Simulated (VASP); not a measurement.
# Cu (Fm-3m) in VASP: a series of runs

Cu is run at these levels: PBE; tasks: single point, relaxation of cell and atoms.

All numbers are computed with VASP 6.6.1; they aren't measurements. Logs are shortened: lines on timing, memory, paths and dates and some standing lists are left out, and cuts for length are marked.

**1. The cell of the first run**

It takes space group Fm-3m (No. 225, cubic). Conventional cell: a = 3.629 Å, b = 3.629 Å, c = 3.629 Å, α = 90.00°, β = 90.00°, γ = 90.00°. Within 3.4 Å of Cu (site symmetry m-3m) lie 12 Cu at 2.57 Å.

**2. Single point, PBE**

File INCAR:

```
SYSTEM = Cu
PREC = Accurate
ENCUT = 520
EDIFF = 1E-7
ISMEAR = 0
SIGMA = 0.1
LREAL = .FALSE.
LASPH = .TRUE.
NELM = 100
ALGO = Fast
ISIF = 2
LWAVE = .FALSE.
LCHARG = .FALSE.
GGA = PE
NBANDS = 12
```

File KPOINTS:

```
Automatic mesh
0
G
  20 20 20
  0 0 0
```

File POSCAR:

```
Cu
1.0
    0.0000000000      1.8145119909      1.8145119909
    1.8145119909      0.0000000000      1.8145119909
    1.8145119909      1.8145119909      0.0000000000
Cu
1
Direct
    0.0000000000      0.0000000000      0.0000000000
```

Potentials or basis: VASP PAW PBE potentials, release 64 (Cu).

Command:

```console
cat potpaw_PBE.64/Cu/POTCAR > POTCAR
mpirun -np 1 vasp_std > vasp.out
```

OUTCAR:

```text
SYSTEM = Cu
   PREC = Accurate
   ENCUT = 520
   EDIFF = 1E-7
   ISMEAR = 0
   LREAL = .FALSE.
   LASPH = .TRUE.
   NELM = 100
   ISIF = 2
   GGA = PE

 ion  position               nearest neighbor table
   1  0.000  0.000  0.000-

  LATTYP: Found a face centered cubic cell.
 ALAT       =     3.6290239818

  Lattice vectors:

 A1 = (   0.0000000000,   1.8145119909,   1.8145119909)
 A2 = (   1.8145119909,   0.0000000000,   1.8145119909)
 A3 = (   1.8145119909,   1.8145119909,   0.0000000000)

Analysis of symmetry for initial positions (statically):
=====================================================================
 Subroutine PRICEL returns:
 Original cell was already a primitive cell.

 Routine SETGRP: Setting up the symmetry group for a
 face centered cubic supercell.

 Subroutine GETGRP returns: Found 48 space group operations
[... 9 lines left out ...]

 Routine SETGRP: Setting up the symmetry group for a
 face centered cubic supercell.

 Subroutine GETGRP returns: Found 48 space group operations
[... 11 lines left out ...]
                                     Primitive cell

  volume of cell :      11.9484

  direct lattice vectors                    reciprocal lattice vectors
     0.000000000  1.814511991  1.814511991    -0.275556184  0.275556184  0.275556184
     1.814511991  0.000000000  1.814511991     0.275556184 -0.275556184  0.275556184
     1.814511991  1.814511991  0.000000000     0.275556184  0.275556184 -0.275556184

  length of vectors
     2.566107467  2.566107467  2.566107467     0.477277311  0.477277311  0.477277311

  position of ions in fractional coordinates (direct lattice)
     0.000000000  0.000000000  0.000000000

  ion indices of the primitive-cell ions
   primitive index   ion index
                 1           1

----------------------------------------------------------------------------------------

 KPOINTS: Automatic mesh

Automatic generation of k-mesh.
 Grid dimensions read from file:
 generate k-points for:   20   20   20

 Generating k-lattice:

  Cartesian coordinates                     Fractional coordinates (reciprocal lattice)
    -0.013777809  0.013777809  0.013777809     0.050000000  0.000000000  0.000000000
     0.013777809 -0.013777809  0.013777809     0.000000000  0.050000000  0.000000000
     0.013777809  0.013777809 -0.013777809     0.000000000  0.000000000  0.050000000

  Length of vectors
     0.023863866  0.023863866  0.023863866

  Shift w.r.t. Gamma in fractional coordinates (k-lattice)
     0.000000000  0.000000000  0.000000000

 Subroutine IBZKPT returns following result:
 ===========================================

 Found    256 irreducible k-points:

 Following reciprocal coordinates:
            Coordinates               Weight
  0.000000  0.000000  0.000000      1.000000
  0.050000  0.000000  0.000000      8.000000
  0.100000  0.000000  0.000000      8.000000
  0.150000  0.000000  0.000000      8.000000
  0.200000  0.000000  0.000000      8.000000
  0.250000  0.000000  0.000000      8.000000
[... 16 lines left out ...]
 -0.400000  0.050000  0.000000     24.000000
 -0.350000  0.050000  0.000000     24.000000
 [... further k-points ...]
   k-points           NKPTS =    256   k-points in BZ     NKDIM =    256   number of bands    NBANDS=     12
   number of dos      NEDOS =    301   number of ions     NIONS =      1
   total plane-waves  NPLWV =   8000
   dimension x,y,z NGX =    20 NGY =   20 NGZ =   20
   dimension x,y,z NGXF=    40 NGYF=   40 NGZF=   40
   ions per type =               1
   NGX,Y,Z   is equivalent  to a cutoff of  12.96, 12.96, 12.96 a.u.
   NGXF,Y,Z  is equivalent  to a cutoff of  25.91, 25.91, 25.91 a.u.
 SYSTEM =  Cu
   PREC   = accura    normal or accurate (medium, high low for compatibility)
   ISTART =      0    job   : 0-new  1-cont  2-samecut
   ICHARG =      2    charge: 1-file 2-atom 10-const
   ISPIN  =      1    spin polarized calculation?
   LNONCOLLINEAR =      F non collinear calculations
   LSORBIT =      F    spin-orbit coupling
   LASPH  =      T    aspherical Exc in radial PAW
   ENCUT  =  520.0 eV  38.22 Ry    6.18 a.u.   4.77  4.77  4.77*2*pi/ulx,y,z
   NELM   =    100;   NELMIN=  2; NELMDL= -5     # of ELM steps
   EDIFF  = 0.1E-06   stopping-criterion for ELM
   LREAL  =      F    real-space projection
   EDIFFG = 0.1E-05   stopping-criterion for IOM
   NSW    =      0    number of steps for IOM
   IBRION =     -1    ionic relax: 0-MD 1-quasi-New 2-CG
   NFREE  =      0    steps in history (QN), initial steepest desc. (CG)
   ISIF   =      2    stress and relaxation
   ISYM   =      2    0-nonsym 1-usesym 2-fastsym
   POTIM  = 0.5000    time-step for ionic-motion
   TEBEG  =    0.0;   TEEND  =   0.0 temperature during run
   PSTRESS=    0.0 pullay stress
   NELECT =      11.0000    total number of electrons
   NUPDOWN=      -1.0000    fix difference up-down
   EMIN   =  10.00;   EMAX   =-10.00  energy-range for DOS
   EFERMI =   0.00;   METHOD = LEGACY
   ISMEAR =     0;   SIGMA  =   0.10  broadening in eV -4-tet -1-fermi 0-gaus
   EFERMI_NEDOS =   21; number of points for ismear=-14 and -15
   IALGO  =     68    algorithm
   IMIX   =      4    mixing-type and parameters
     AMIX     =   0.40;   BMIX     =  1.00
     AMIX_MAG =   1.60;   BMIX_MAG =  1.00
  volume/ion in A,a.u.               =      11.95        80.63
  Fermi-wavevector in a.u.,A,eV,Ry     =   1.592585  3.009549 34.508813  2.536326
  Thomas-Fermi vector in A             =   2.690947
   LORBIT       =      0    0 simple, 1 ext, 2 COOP (PROOUT), +10 PAW based schemes
   GGA     = PE    functional components
   LHFCALC =     F    Hartree Fock is set to
   AEXX    =    0.0000 exact exchange contribution
   IVDW    =     0    specifies the selected vdW correction
   LEPSILON=     F    determine dielectric tensor
   LRPA    =     F    only Hartree local field effects (RPA)
 non-spin polarized calculation
 RMM-DIIS sequential band-by-band and
 Gauss-broadening in eV      SIGMA  =   0.10
  energy-cutoff  :      520.00
  volume of cell :       11.95
 maximum number of plane-waves:       332
   NGX =  9   NGY =  9   NGZ =  9

 number of electron      10.9999998 magnetization

 Free energy of the ion-electron system (eV)
  ---------------------------------------------------
  ext. energy  EPLUGINS =         0.00000000
  ---------------------------------------------------
  free energy    TOTEN  =        -3.72936892 eV

  energy without entropy =       -3.72803634  energy(sigma->0) =       -3.72870263

 E-fermi :   7.4160     XC(G=0): -12.6583

 val. band max:        7.3974343958   @ k =   0.5000   0.2500   0.1000
 cond. band min:       7.4632434831   @ k =   0.5000   0.3500   0.1500
 fundamental gap:      0.0658090872
 Fermi energy:         7.4160029914

 k-point     1 :       0.0000    0.0000    0.0000
  band No.  band energies     occupation
      1      -1.8206      2.00000
      2       4.4525      2.00000
      3       4.4525      2.00000
      4       4.4525      2.00000
      5       5.2598      2.00000
      6       5.2598      2.00000
      7      29.9434      0.00000
      8      32.4978      0.00000
      9      32.4978      0.00000
     10      32.4978      0.00000
     11      34.9811      0.00000
     12      34.9811      0.00000

 k-point     2 :       0.0500    0.0000    0.0000
  band No.  band energies     occupation
      1      -1.7302      2.00000
      2       4.4334      2.00000
      3       4.4696      2.00000
      4       4.4696      2.00000
      5       5.2530      2.00000
      6       5.2530      2.00000
      7      29.4367      0.00000
      8      31.2856      0.00000
      9      32.1924      0.00000
     10      32.1924      0.00000
     11      35.4163      0.00000
     12      35.4164      0.00000

 k-point     3 :       0.1000    0.0000    0.0000
  band No.  band energies     occupation
      1      -1.4613      2.00000
      2       4.3805      2.00000
      3       4.5155      2.00000
      4       4.5155      2.00000
      5       5.2376      2.00000
      6       5.2376      2.00000
      7      27.3920      0.00000
      8      30.6613      0.00000
      9      31.6013      0.00000
     10      31.6014      0.00000
     11      36.3673      0.00000
     12      36.5169      0.00000

 k-point     4 :       0.1500    0.0000    0.0000
  band No.  band energies     occupation
      1      -1.0218      2.00000
      2       4.3069      2.00000
      3       4.5722      2.00000
      4       4.5722      2.00000
      5       5.2306      2.00000
      6       5.2306      2.00000
      7      24.8303      0.00000
      8      30.4331      0.00000
      9      31.0103      0.00000
     10      31.0103      0.00000
     11      36.8491      0.00000
     12      37.2952      0.00000

 k-point     5 :       0.2000    0.0000    0.0000
  band No.  band energies     occupation
      1      -0.4283      2.00000
      2       4.2357      2.00000
      3       4.6098      2.00000
      4       4.6098      2.00000
      5       5.2591      2.00000
      6       5.2591      2.00000
      7      22.2655      0.00000
      8      30.1645      0.00000
      9      30.4986      0.00000
     10      30.4986      0.00000
     11      36.8147      0.00000
     12      36.9145      0.00000

 k-point     6 :       0.2500    0.0000    0.0000
  band No.  band energies     occupation
      1       0.2856      2.00000
      2       4.2055      2.00000
      3       4.6056      2.00000
      4       4.6056      2.00000
      5       5.3414      2.00000
      6       5.3414      2.00000
      7      19.7917      0.00000
      8      29.8091      0.00000
      9      30.0852      0.00000
     10      30.0852      0.00000
     11      35.7434      0.00000
     12      35.7440      0.00000

 k-point     7 :       0.3000    0.0000    0.0000
  band No.  band energies     occupation
      1       1.0501      2.00000
      2       4.2845      2.00000
      3       4.5664      2.00000
      4       4.5664      2.00000
      5       5.4642      2.00000
      6       5.4642      2.00000
      7      17.4487      0.00000
      8      29.4077      0.00000
      9      29.7721      0.00000
     10      29.7721      0.00000
     11      34.6190      0.00000
     12      34.6190      0.00000

 k-point     8 :       0.3500    0.0000    0.0000
  band No.  band energies     occupation
      1       1.7307      2.00000
      2       4.5136      2.00000
      3       4.5136      2.00000
      4       4.5921      2.00000
      5       5.5972      2.00000
      6       5.5972      2.00000
      7      15.2745      0.00000
      8      29.0236      0.00000
      9      29.5539      0.00000
     10      29.5539      0.00000
     11      33.6741      0.00000
     12      33.6741      0.00000
[... 166 lines left out ...]
 k-point    20 :       0.4500    0.0500    0.0000
  band No.  band energies     occupation
      1       2.3831      2.00000
      2       4.4073      2.00000
      3       4.4724      2.00000
      4       5.2745      2.00000
      5       5.8011      2.00000
      6       6.2960      2.00000
      7      12.2911      0.00000
      8      27.9775      0.00000
      9      28.2721      0.00000
     10      29.0660      0.00000
     11      33.3206      0.00000
     12      33.7442      0.00000

 k-point    21 :       0.5000    0.0500    0.0000
  band No.  band energies     occupation
      1       2.4757      2.00000
      2       4.3896      2.00000
      3       4.4502      2.00000
      4       5.4848      2.00000
      5       5.8200      2.00000
      6       6.8225      2.00000
      7      11.2453      0.00000
      8      27.6693      0.00000
      9      28.5884      0.00000
     10      28.8090      0.00000
     11      33.1946      0.00000
     12      33.4205      0.00000

 k-point    22 :      -0.4500    0.0500    0.0000
  band No.  band energies     occupation
      1       2.4589      2.00000
      2       4.3974      2.00000
      3       4.4507      2.00000
      4       5.4680      2.00000
      5       5.7839      2.00000
      6       6.6958      2.00000
      7      11.4808      0.00000
      8      27.3700      0.00000
      9      28.8466      0.00000
     10      29.0736      0.00000
     11      32.8251      0.00000
     12      33.6624      0.00000

 k-point    23 :      -0.4000    0.0500    0.0000
  band No.  band energies     occupation
      1       2.3189      2.00000
      2       4.4290      2.00000
      3       4.4743      2.00000
      4       5.1725      2.00000
      5       5.6966      2.00000
      6       6.1635      2.00000
      7      12.8138      0.00000
      8      27.1688      0.00000
      9      29.0942      0.00000
     10      29.7039      0.00000
     11      32.6555      0.00000
     12      34.0257      0.00000

 k-point    24 :      -0.3500    0.0500    0.0000
  band No.  band energies     occupation
      1       1.9697      2.00000
      2       4.4785      2.00000
      3       4.5176      2.00000
      4       4.6534      2.00000
      5       5.5701      2.00000
      6       5.8489      2.00000
      7      14.6554      0.00000
      8      27.1024      0.00000
      9      29.4990      0.00000
     10      30.4121      0.00000
     11      32.7422      0.00000
     12      34.4642      0.00000

 [... further k-points ...]
[... 5 lines left out ...]
  --------------------------------------------------------------------------------------
  -------------------------------------------------------------------------------------
  Total        0.0423771      0.0423771      0.0423771      0.0000000     -0.0000000      0.0000000
  in kB        5.6824017      5.6824017      5.6824017      0.0000000     -0.0000000      0.0000000
  external PRESSURE =       5.6824017 kB  Pullay stress =       0.0000000 kB

 VOLUME and BASIS-vectors are now :
 -----------------------------------------------------------------------------
  energy-cutoff  :      520.00
  volume of cell :       11.95
      direct lattice vectors                 reciprocal lattice vectors
     0.000000000  1.814511991  1.814511991    -0.275556184  0.275556184  0.275556184
     1.814511991  0.000000000  1.814511991     0.275556184 -0.275556184  0.275556184
     1.814511991  1.814511991  0.000000000     0.275556184  0.275556184 -0.275556184

 POSITION                                       TOTAL-FORCE (eV/Angst)
 -----------------------------------------------------------------------------------
      0.00000      0.00000      0.00000         0.000000      0.000000     -0.000000
 -----------------------------------------------------------------------------------
    total drift:                               -0.000000     -0.000000     -0.000000

  FREE ENERGIE OF THE ION-ELECTRON SYSTEM (eV)
  ---------------------------------------------------
  free  energy   TOTEN  =        -3.7293689175 eV

  energy  without entropy=       -3.7280363354  energy(sigma->0) =       -3.72870263
```

Wall time 31 s (1 thread of AMD EPYC 9R45 (Zen 5), shared host); peak memory 0.12 GiB.

What came out:

```
Free energy : -3.7294 eV
Pressure    : 0.6 GPa
```

[end of part 1 of 2]
